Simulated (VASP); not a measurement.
BaO: single point with LDA

BaO:

```
CELL_PARAMETERS angstrom
0.00000 2.71709 2.71709
2.71709 0.00000 2.71709
2.71709 2.71709 0.00000
ATOMIC_POSITIONS crystal
Ba 0.00000 0.00000 0.00000
O 0.50000 0.50000 0.50000
```

* Program: VASP 6.6.1
* Task: single point
* Functional: LDA
* Potentials or basis: VASP PAW LDA potentials, release 64 (Ba_sv, O_h)
* Cutoff: 1340 eV
* k mesh: 8 × 8 × 8
* Occupations: gaussian, width 0.02 eV
* Spin: no spin polarisation
* Dipole correction: no
* Further INCAR settings: ALGO = Normal; EDIFF = 1e-06; NBANDS = 15

```json
{"Pressure": "2.2 GPa", "Band gap on the k mesh": "1.60 eV"}
```

Levels at points of the mesh, in eV from the valence-band top:
| k point | band 5 | band 6 | band 7 | band 8 | band 9 | band 10 | band 11 | band 12 |
| --- | --- | --- | --- | --- | --- | --- | --- | --- |
| (0.00, 0.00, 0.00) | -10.18 | -0.53 | -0.53 | -0.53 | 3.56 | 4.54 | 4.54 | 4.54 |
| (0.50, 0.00, 0.00) | -10.31 | -2.33 | -1.80 | -1.80 | 4.86 | 7.28 | 7.28 | 8.25 |
| (0.50, 0.50, 0.00) | -10.89 | -0.26 | -0.26 | 0.00 | 1.60 | 6.16 | 9.16 | 9.50 |

It took 55 s on 1 thread of Intel(R) Xeon(R) Platinum 8259CL CPU @ 2.50GHz (Skylake/Cascade Lake) (shared host), peak memory 0.31 GiB.

Caveat: spin-orbit coupling is left out, which moves the levels of the heavy elements. A k mesh can miss the band edges.
